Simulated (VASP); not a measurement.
# MgO (Fm-3m) in VASP: single point with PBEsol

Aim: the single point of MgO with PBEsol.

Everything below comes from runs of VASP 6.6.1. Logs are shortened: lines on timing, memory, paths and dates and some standing lists are left out, and cuts for length are marked.

## (1) The cell of the first run

Symmetry: Fm-3m, No. 225, cubic system. Conventional cell: a = 4.217 Å, b = 4.217 Å, c = 4.217 Å, α = 90.00°, β = 90.00°, γ = 90.00°. Mg (site symmetry m-3m) has 6 O at 2.11 Å within 2.8 Å. O (site symmetry m-3m) has 6 Mg at 2.11 Å within 2.8 Å.

## (2) Single point, PBEsol

Contents of INCAR:

```
PREC = Accurate
ENCUT = 600
EDIFF = 1E-6
ISMEAR = -1
SIGMA = 0.02
LREAL = False
LASPH = True
NELM = 120
ALGO = Normal
ISIF = 2
LWAVE = False
LCHARG = False
GGA = PS
NBANDS = 11
GGA_COMPAT = False
```

Contents of KPOINTS:

```
Automatic mesh
0
Gamma
  9 9 9
```

Contents of POSCAR:

```
MgO
1.0
    0.0000000000      2.1085000000      2.1085000000
    2.1085000000      0.0000000000      2.1085000000
    2.1085000000      2.1085000000      0.0000000000
Mg O
1 1
Direct
    0.0000000000      0.0000000000      0.0000000000
    0.5000000000      0.5000000000      0.5000000000
```

Potentials or basis: VASP PAW PBE potentials, release 64 (Mg, O).

On the command line:

```
> cat potpaw_PBE.64/Mg/POTCAR potpaw_PBE.64/O/POTCAR > POTCAR
> mpirun -np 1 vasp_std > vasp.out
```

OUTCAR:

```text
PREC = Accurate
   ENCUT = 600
   EDIFF = 1E-6
   ISMEAR = -1
   LREAL = False
   LASPH = True
   NELM = 120
   ISIF = 2
   GGA = PS

 ion  position               nearest neighbor table
   1  0.000  0.000  0.000-   2 2.11   2 2.11   2 2.11   2 2.11   2 2.11   2 2.11
   2  0.500  0.500  0.500-   1 2.11   1 2.11   1 2.11   1 2.11   1 2.11   1 2.11

  LATTYP: Found a face centered cubic cell.
 ALAT       =     4.2170000000

  Lattice vectors:

 A1 = (   0.0000000000,   2.1085000000,   2.1085000000)
 A2 = (   2.1085000000,   0.0000000000,   2.1085000000)
 A3 = (   2.1085000000,   2.1085000000,   0.0000000000)

Analysis of symmetry for initial positions (statically):
=====================================================================
 Subroutine PRICEL returns:
 Original cell was already a primitive cell.

 Routine SETGRP: Setting up the symmetry group for a
 face centered cubic supercell.

 Subroutine GETGRP returns: Found 48 space group operations
 (whereof 48 operations were pure point group operations)
 out of a pool of 48 trial point group operations.

The static configuration has the point symmetry O_h .

Analysis of symmetry for dynamics (positions and initial velocities):
=====================================================================
 Subroutine PRICEL returns:
 Original cell was already a primitive cell.

 Routine SETGRP: Setting up the symmetry group for a
 face centered cubic supercell.

 Subroutine GETGRP returns: Found 48 space group operations
 (whereof 48 operations were pure point group operations)
 out of a pool of 48 trial point group operations.

The dynamic configuration has the point symmetry O_h .

 Subroutine INISYM returns: Found 48 space group operations
 (whereof 48 operations are pure point group operations),
 and found     1 'primitive' translations

----------------------------------------------------------------------------------------

                                     Primitive cell

  volume of cell :      18.7478

  direct lattice vectors                    reciprocal lattice vectors
     0.000000000  2.108500000  2.108500000    -0.237135404  0.237135404  0.237135404
     2.108500000  0.000000000  2.108500000     0.237135404 -0.237135404  0.237135404
     2.108500000  2.108500000  0.000000000     0.237135404  0.237135404 -0.237135404

[... 87 lines left out ...]
   IBRION =     -1    ionic relax: 0-MD 1-quasi-New 2-CG
   NFREE  =      0    steps in history (QN), initial steepest desc. (CG)
   ISIF   =      2    stress and relaxation
   ISYM   =      2    0-nonsym 1-usesym 2-fastsym
   POTIM  = 0.5000    time-step for ionic-motion
   TEBEG  =    0.0;   TEEND  =   0.0 temperature during run
   PSTRESS=    0.0 pullay stress
   NELECT =       8.0000    total number of electrons
   NUPDOWN=      -1.0000    fix difference up-down
   EMIN   =  10.00;   EMAX   =-10.00  energy-range for DOS
   EFERMI =   0.00;   METHOD = LEGACY
   ISMEAR =    -1;   SIGMA  =   0.02  broadening in eV -4-tet -1-fermi 0-gaus
   EFERMI_NEDOS =   21; number of points for ismear=-14 and -15
   IALGO  =     38    algorithm
   IMIX   =      4    mixing-type and parameters
     AMIX     =   0.40;   BMIX     =  1.00
     AMIX_MAG =   1.60;   BMIX_MAG =  1.00
  volume/ion in A,a.u.               =       9.37        63.26
  Fermi-wavevector in a.u.,A,eV,Ry     =   1.232503  2.329092 20.668107  1.519063
  Thomas-Fermi vector in A             =   2.367270
   LORBIT       =      0    0 simple, 1 ext, 2 COOP (PROOUT), +10 PAW based schemes
   GGA     = PS    functional components
   LHFCALC =     F    Hartree Fock is set to
   AEXX    =    0.0000 exact exchange contribution
   IVDW    =     0    specifies the selected vdW correction
   LEPSILON=     F    determine dielectric tensor
   LRPA    =     F    only Hartree local field effects (RPA)
 non-spin polarized calculation
  energy-cutoff  :      600.00
  volume of cell :       18.75
 maximum number of plane-waves:       637
   NGX = 11   NGY = 11   NGZ = 11

 number of electron       8.0000005 magnetization

 Free energy of the ion-electron system (eV)
  ---------------------------------------------------
  ext. energy  EPLUGINS =         0.00000000
  ---------------------------------------------------
  free energy    TOTEN  =       -12.51526302 eV

  energy without entropy =      -12.51526302  energy(sigma->0) =      -12.51526302

 E-fermi :   3.4815     XC(G=0): -11.2930

 val. band max:        3.0391881621   @ k =   0.0000   0.0000   0.0000
 cond. band min:       7.6408903565   @ k =   0.0000   0.0000   0.0000
 fundamental gap:      4.6017021944
 Fermi energy:         3.4815000916

 k-point     1 :       0.0000    0.0000    0.0000
  band No.  band energies     occupation
      1     -14.1477      2.00000
      2       3.0392      2.00000
      3       3.0392      2.00000
      4       3.0392      2.00000
      5       7.6409      0.00000
      6      18.6538      0.00000
      7      18.6538      0.00000
      8      18.6538      0.00000
      9      22.4867      0.00000
     10      24.3666      0.00000
     11      24.3666      0.00000
[... 309 lines left out ...]
 k-point    24 :       0.4444    0.4444    0.0000
  band No.  band energies     occupation
      1     -12.6293      2.00000
      2      -1.0200      2.00000
      3       1.7122      2.00000
      4       1.7122      2.00000
      5      12.0603      0.00000
      6      12.8600      0.00000
      7      15.9877      0.00000
      8      21.7370      0.00000
      9      21.7370      0.00000
     10      28.4347      0.00000
     11      29.3913      0.00000

 [... further k-points ...]

------------------------ aborting loop because EDIFF is reached ----------------------------------------

  FORCE on cell =-STRESS in cart. coord.  units (eV):
  Direction    XX          YY          ZZ          XY          YZ          ZX
  --------------------------------------------------------------------------------------
  -------------------------------------------------------------------------------------
  Total       -0.1221738     -0.1221738     -0.1221738      0.0000000      0.0000000      0.0000000
  in kB      -10.4408950    -10.4408950    -10.4408950      0.0000000      0.0000000      0.0000000
  external PRESSURE =     -10.4408950 kB  Pullay stress =       0.0000000 kB

 VOLUME and BASIS-vectors are now :
 -----------------------------------------------------------------------------
  energy-cutoff  :      600.00
  volume of cell :       18.75
      direct lattice vectors                 reciprocal lattice vectors
     0.000000000  2.108500000  2.108500000    -0.237135404  0.237135404  0.237135404
     2.108500000  0.000000000  2.108500000     0.237135404 -0.237135404  0.237135404
     2.108500000  2.108500000  0.000000000     0.237135404  0.237135404 -0.237135404

 POSITION                                       TOTAL-FORCE (eV/Angst)
 -----------------------------------------------------------------------------------
      0.00000      0.00000      0.00000         0.000000      0.000000      0.000000
      2.10850      2.10850      2.10850        -0.000000     -0.000000      0.000000
 -----------------------------------------------------------------------------------
    total drift:                               -0.000000     -0.000000      0.000000

  FREE ENERGIE OF THE ION-ELECTRON SYSTEM (eV)
  ---------------------------------------------------
  free  energy   TOTEN  =       -12.5152630237 eV

  energy  without entropy=      -12.5152630237  energy(sigma->0) =      -12.51526302
```

stdout:

```text
POSCAR found type information on POSCAR MgO
 POSCAR found :  2 types and       2 ions
 scaLAPACK will be used
 -----------------------------------------------------------------------------
|                                                                             |
|                                                                             |
|     You enforced a specific xc type in the INCAR file but a different       |
|     I HOPE YOU KNOW WHAT YOU ARE DOING!                                     |
|                                                                             |
 -----------------------------------------------------------------------------

 LDA part: xc-table for (Slater+PW92), standard interpolation
 POSCAR, INCAR and KPOINTS ok, starting setup
 FFT: planning ... GRIDC
 FFT: planning ... GRID_SOFT
 FFT: planning ... GRID
 WAVECAR not read
 entering main loop
```

Run time: 6.4 s. Hardware: 1 thread of AMD EPYC 7R13 (Zen 3), shared host; peak memory 0.11 GiB.

Results:

| Quantity | Value |
| --- | --- |
| Free energy | -12.5153 eV |
| Pressure | -1.0 GPa |
| Band gap on the k mesh | 4.60 eV |

Levels at points of the mesh, in eV from the valence-band top:
```
           k point  band 1  band 2  band 3  band 4  band 5  band 6  band 7  band 8  band 9
(0.00, 0.00, 0.00)  -17.19    0.00    0.00    0.00    4.60   15.61   15.61   15.61   19.45
```

Caveat: the PAW data sets were made with another functional, which shifts forces and pressure a little. PBEsol gaps usually lie below the measured ones, often by a third to a half.
